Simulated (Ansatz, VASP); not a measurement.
One calculation of CsCaBr3, two programs

Contents of INCAR:

```
PREC = Accurate
ENCUT = 520
EDIFF = 1E-6
ISMEAR = 0
SIGMA = 0.05
LREAL = False
LASPH = True
NELM = 100
ALGO = Normal
ISIF = 2
LWAVE = False
LCHARG = False
NBANDS = 28
```

Contents of KPOINTS:

```
regular mesh
0
Gamma
  4 4 4
```

The input POSCAR:

```
CsCaBr3
1.0
    5.7086657300      0.0000000000      0.0000000000
    0.0000000000      5.4517757721      0.0000000000
    0.0000000000      0.0000000000      5.7086657300
Cs Ca Br
1 1 3
Direct
    0.0000000000      0.0000000000      0.0000000000
    0.5000000000      0.5000000000      0.5000000000
    0.5000000000      0.0000000000      0.5000000000
    0.0000000000      0.5000000000      0.5000000000
    0.5000000000      0.5000000000      0.0000000000
```

Input for Ansatz:

```yaml
crystal:
  lattice:
    - [5.70866573, 0.0, 0.0]
    - [0.0, 5.4517757721, 0.0]
    - [0.0, 0.0, 5.70866573]
  atoms:
    - { symbol: Cs, position: [0.0, 0.0, 0.0] }
    - { symbol: Ca, position: [0.5, 0.5, 0.5] }
    - { symbol: Br, position: [0.5, 0.0, 0.5] }
    - { symbol: Br, position: [0.0, 0.5, 0.5] }
    - { symbol: Br, position: [0.5, 0.5, 0.0] }
basis:
  ecutwfc: 420
kpoints:
  mp_grid: { grid: [4, 4, 4] }
hamiltonian:
  xc: lda
scf:
  occupations: { method: gaussian, width: 0.05 }
output:
  forces: true
  stress: true
  eigenvalues: true
```

Change from the starting cell: strain -0.0450 x Voigt [0, 1, 0, 0, 0, 0], atoms carried along.

Alike in both runs: task single point; functional LDA; k mesh 4 × 4 × 4; occupations gaussian, width 0.05 eV; no spin polarisation.

```csv
,VASP,Ansatz
version,VASP 6.6.1,Ansatz 0.2.0
potentials or method,"VASP PAW LDA potentials, release 64 (Cs_sv, Ca_sv, Br), cutoff 520 eV","scalar-relativistic, plane waves, PAW"
valence electrons in the cell,40,40
```

|  | VASP | Ansatz | Ansatz less VASP |
| --- | --- | --- | --- |
| gap on the k mesh at the Fermi level (eV) | 4.19 | 4.18 | -0.011 |
| least direct gap on the mesh (eV) | 4.44 | 4.43 | -0.009 |
| pressure (GPa) | -1.0 | -1.1 | -0.09 |
| traceless stress, the component that is largest in VASP (GPa) | 1.39 | 1.36 | -0.027 |

LDA's correlation is that of Perdew and Zunger in VASP and of Perdew and Wang (1992) in Ansatz.

Neither program's run includes spin-orbit coupling.
